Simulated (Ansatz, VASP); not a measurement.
## One calculation of SrCdSiS4, two programs

INCAR

```
PREC     = Accurate       # precision mode
ENCUT    = 520            # plane-wave cutoff, eV
EDIFF    = 1E-7           # SCF threshold, eV
ISMEAR   = 0              # smearing method
SIGMA    = 0.02           # smearing width, eV
LREAL    = False          # projectors in reciprocal space
LASPH    = True           # aspherical terms in the spheres
NELM     = 100            # most SCF steps
ALGO     = Normal         # electronic algorithm
ISIF     = 2              # what is computed and relaxed
LWAVE    = False          # write WAVECAR
LCHARG   = True           # write CHGCAR
GGA      = PE             # functional
LELF     = True           # ELF
LVHAR    = True         
NBANDS   = 63             # bands
```

The input KPOINTS:

```
regular mesh
0
Gamma
  4 4 4
```

The input POSCAR:

```
SrCdSiS4
1.0
   10.4712346607      0.0000000000      0.0000000000
    0.0000000000      5.1447776268      3.2124113946
    0.0000000000     -5.1447776268      3.2124113946
Sr Cd Si S
2 2 2 8
Direct
    0.0000000000     -0.0016514624     -0.0016514624
    0.5000000000     -0.0016514624     -0.0016514624
    0.7500000000      0.2768296755      0.6032708337
    0.2500000000      0.6032708337      0.2768296755
    0.7500000000      0.7084507872      0.2704848776
    0.2500000000      0.2704848776      0.7084507872
    0.4149286486      0.4619182001      0.9167731629
    0.5850713514      0.9167731629      0.4619182001
    0.0850713514      0.4619182001      0.9167731629
    0.9149286486      0.9167731629      0.4619182001
    0.7500000000      0.7119736260      0.9147096271
    0.2500000000      0.9147096271      0.7119736260
    0.7500000000      0.3305680735      0.1940326984
    0.2500000000      0.1940326984      0.3305680735
```

Input for Ansatz:

```yaml
crystal:
  lattice:
    - [10.4712346607, 0.0, 0.0]
    - [0.0, 5.1447776268, 3.2124113946]
    - [0.0, -5.1447776268, 3.2124113946]
  atoms:
    - { symbol: Sr, position: [0.0, -0.0016514624, -0.0016514624] }
    - { symbol: Sr, position: [0.5, -0.0016514624, -0.0016514624] }
    - { symbol: Cd, position: [0.75, 0.2768296755, 0.6032708337] }
    - { symbol: Cd, position: [0.25, 0.6032708337, 0.2768296755] }
    - { symbol: Si, position: [0.75, 0.7084507872, 0.2704848776] }
    - { symbol: Si, position: [0.25, 0.2704848776, 0.7084507872] }
    - { symbol: S, position: [0.4149286486, 0.4619182001, 0.9167731629] }
    - { symbol: S, position: [0.5850713514, 0.9167731629, 0.4619182001] }
    - { symbol: S, position: [0.0850713514, 0.4619182001, 0.9167731629] }
    - { symbol: S, position: [0.9149286486, 0.9167731629, 0.4619182001] }
    - { symbol: S, position: [0.75, 0.711973626, 0.9147096271] }
    - { symbol: S, position: [0.25, 0.9147096271, 0.711973626] }
    - { symbol: S, position: [0.75, 0.3305680735, 0.1940326984] }
    - { symbol: S, position: [0.25, 0.1940326984, 0.3305680735] }
basis:
  ecutwfc: 420
kpoints:
  mp_grid: { grid: [4, 4, 4] }
  band_path:
    path:
      - [[0.0, 0.0, 0.0], [0.0, 0.5, -0.5], [0.0, 0.65253042, -0.34746958]]
      - [[0.0, 0.34746958, 0.34746958], [0.0, 0.0, 0.0], [0.5, 0.0, 0.0], [0.5, 0.34746958, 0.34746958]]
      - [[0.5, 0.65253042, -0.34746958], [0.5, 0.5, -0.5], [0.0, 0.5, -0.5]]
      - [[0.0, 0.0, 0.0], [0.0, 0.5, 0.0], [0.5, 0.5, 0.0], [0.5, 0.0, 0.0], [0.5, 0.5, -0.5]]
    npoints: 10
hamiltonian:
  xc: pbe
scf:
  occupations: { method: gaussian, width: 0.02 }
  n_extra_bands: 35
output:
  forces: true
  stress: true
  eigenvalues: true
  populations: true
  dos: { projected: true, de: 0.02, nscf_kmesh: { grid: [6, 6, 6] } }
  bader: false
  write_density: true
  write_potential: true
  elf: true
  volumetric_format: npy
```

Alike in both runs: task single point; functional PBE; k mesh 4 × 4 × 4; occupations gaussian, width 0.02 eV; no spin polarisation.

|  | VASP | Ansatz |
| --- | --- | --- |
| version | VASP 6.6.1 | Ansatz 0.2.0 |
| potentials or method | VASP PAW PBE potentials, release 64 (Sr_sv, Cd, Si, S), cutoff 520 eV | scalar-relativistic, plane waves, PAW |
| valence electrons in the cell | 100 | 116 |

|  | VASP | Ansatz | Ansatz less VASP |
| --- | --- | --- | --- |
| gap on the k mesh at the Fermi level (eV) | 2.71 | 2.70 | -0.011 |
| least direct gap on the mesh (eV) | 2.94 | 2.94 | -0.004 |
| pressure (GPa) | 0.0 | 0.0 | -0.05 |
| rms of the force components (eV/Å) | 0.019 | 0.002 | -0.0171 |

Atom by atom the forces differ by 0.018 eV/Å (rms over components). VASP's potentials hold 100 valence electrons a cell and Ansatz's 116, so a difference there can come from the potentials and not from the codes.
